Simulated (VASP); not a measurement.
Write the native input for VASP 6.6.1 that does the following.

* Task: single point
* Functional: PBE
* Potentials or basis: VASP PAW PBE potentials, release 64 (Sb)
* Cutoff: 520 eV
* k mesh: 14 × 14 × 14
* Occupations: gaussian, width 0.1 eV
* Spin: no spin polarisation
* Dipole correction: no
* Further INCAR settings: ALGO = Normal; EDIFF = 1e-06; NBANDS = 8

The structure of Sb lies in POSCAR:

```
Sb
1.0
    3.1714661809      0.0000000000      0.0000000000
    0.0000000000      3.1714661809      0.0000000000
    0.0000000000      0.0000000000      3.1714661809
Sb
1
Direct
    0.0000000000      0.0000000000      0.0000000000
```

This cell differs from its parent crystal: volume scaled by 1.06.

One way to write it, as run:

INCAR

```
SYSTEM = Sb
PREC = Accurate
ENCUT = 520
EDIFF = 1E-6
ISMEAR = 0
SIGMA = 0.1
LREAL = .False.
LASPH = .True.
NELM = 80
ALGO = Normal
ISIF = 2
LWAVE = .False.
LCHARG = .False.
GGA = PE
NBANDS = 8
```

KPOINTS

```
Automatic mesh
0
Gamma
  14 14 14
  0 0 0
```

Potentials or basis: VASP PAW PBE potentials, release 64 (Sb).

The run is started by

```console
$ cat potpaw_PBE.64/Sb/POTCAR > POTCAR
$ mpirun -np 1 vasp_std > vasp.out
```

Results of the run:

| Quantity | Value |
| --- | --- |
| Pressure | -2.8 GPa |

Wall time 8 s on 1 thread of Intel(R) Xeon(R) Platinum 8375C CPU @ 2.90GHz (Ice Lake) (shared host), peak memory 0.16 GiB.
